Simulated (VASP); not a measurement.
Here is a VASP 6.6.1 calculation.

File POSCAR:

```
Ta
1.0
   -1.6512800000      1.6512800000      1.6512800000
    1.6512800000     -1.6512800000      1.6512800000
    1.6512800000      1.6512800000     -1.6512800000
Ta
1
Direct
    0.0000000000      0.0000000000      0.0000000000
```

The input INCAR.step1:

```
  PREC = Accurate
  ENCUT = 550
  ISMEAR = -1
  SIGMA = 0.05
  LREAL = False
  LASPH = True
  NELM = 120
  GGA = PE
  ALGO = Normal
  EDIFF = 1E-5
  LWAVE = True
  LCHARG = False
  GGA_COMPAT = False
  IBRION = 2
  ISIF = 3
  EDIFFG = -0.005
  NELMIN = 4
  NSW = 100
```

INCAR.step2

```
  PREC = Accurate
  ENCUT = 550
  EDIFF = 1E-7
  ISMEAR = -1
  SIGMA = 0.05
  LREAL = False
  LASPH = True
  NELM = 120
  ALGO = Normal
  ISIF = 8
  LWAVE = False
  LCHARG = False
  METAGGA = R2SCAN
  LMIXTAU = True
  IBRION = 2
  NSW = 80
  EDIFFG = -0.02
  ISTART = 1
  GGA_COMPAT = False
  NELMIN = 4
```

The input KPOINTS:

```
regular mesh
0
Gamma
  9 9 9
```

Potentials or basis: VASP PAW PBE potentials, release 64 (Ta_pv).

The run is started by

```console
$ cat potpaw_PBE.64/Ta_pv/POTCAR > POTCAR
$ cp INCAR.step1 INCAR
$ mpirun -np 1 vasp_std > vasp.out
$ cp INCAR.step2 INCAR
$ mpirun -np 1 vasp_std > vasp.out
```

Problem. Predict the space group after relaxing (to 0.1 Å).

Solution. Im-3m (No. 229).

Problem. Estimate the band gap on the k mesh.

Solution. Zero (an odd number of electrons rules out a gap without spin polarisation).

Problem. What does it give for the relaxed volume?

Solution. 18.24 Å³/atom.

Problem. Predict the relaxed cell.

Solution. a = 2.872 Å, b = 2.872 Å, c = 2.872 Å, α = 109.47°, β = 109.47°, γ = 109.47°.

The path:
| step | energy change (eV) | largest force (eV/Å) | pressure (GPa) | volume (Å³) |
| --- | --- | --- | --- | --- |
| 1 | 0.0000 | 0.0000 | 2.35 | 18.01 |
| 2 | 0.0054 | 0.0000 | -4.72 | 18.71 |
| 3 | -0.0016 | 0.0000 | -0.01 | 18.24 |

Caveat: the PAW data sets were made with another functional, which shifts forces and pressure a little; spin-orbit coupling is left out, which moves the levels of the heavy elements. Zero-point motion and thermal expansion aren't in these numbers.
